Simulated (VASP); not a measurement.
A run of VASP 6.6.1:

Contents of INCAR:

```
PREC = Accurate ; ENCUT = 520
EDIFF = 1E-6 ; ISMEAR = -1
SIGMA = 0.1034 ; LREAL = Auto
LASPH = True ; NELM = 100
ALGO = Normal ; ISIF = 2
LWAVE = False ; LCHARG = False
GGA = PE ; NBANDS = 74
```

Contents of KPOINTS:

```
Automatic mesh
0
Gamma
  2 2 2
  0.5 0.5 0.5
```

Contents of POSCAR:

```
TiAl
1.0
    0.0000000000      0.0000000000      6.4417971739
    6.4417971739      0.0000000000      0.0000000000
    0.0000000000      6.4417971739      0.0000000000
Ti Al
8 8
Direct
   -0.0073288554      0.0432950608      0.0016335503
    0.5364681481      0.0129207732      0.0321872910
    0.0667580783     -0.0157126959      0.5137181303
    0.5099179486      0.0140106864      0.5166932317
   -0.0324769617      0.4813534044      0.0182399409
    0.5389193274      0.4931300869      0.0742288196
    0.0045030912      0.5374126050      0.5493934231
    0.5047869270      0.5556454051      0.5513993850
    0.2422181199      0.2251371723      0.2584947888
    0.8055269143      0.2547587196      0.3098242534
    0.2545243130      0.2864683488      0.7781455803
    0.7913499700      0.2612385883      0.7401906442
    0.2510755859      0.7579072840      0.2353675471
    0.8084986005      0.7672736143      0.2474453878
    0.2083704227      0.7414351727      0.8204128223
    0.7869971474      0.7732702328      0.7425943213
```

Potentials or basis: VASP PAW PBE potentials, release 64 (Ti_sv, Al).

Command:

```bash
$ cat potpaw_PBE.64/Ti_sv/POTCAR potpaw_PBE.64/Al/POTCAR > POTCAR
$ mpirun -np 1 vasp_std > vasp.out
```

Hardware: 1 thread of Intel(R) Xeon(R) 6975P-C (Granite Rapids), with other jobs on the host.

Problem. How long does it take, and how much memory?

Solution. Wall time 110 s on 1 thread of Intel(R) Xeon(R) 6975P-C (Granite Rapids), with other jobs on the host, peak memory 0.33 GiB. Counts: scf iterations 22, k points 4.
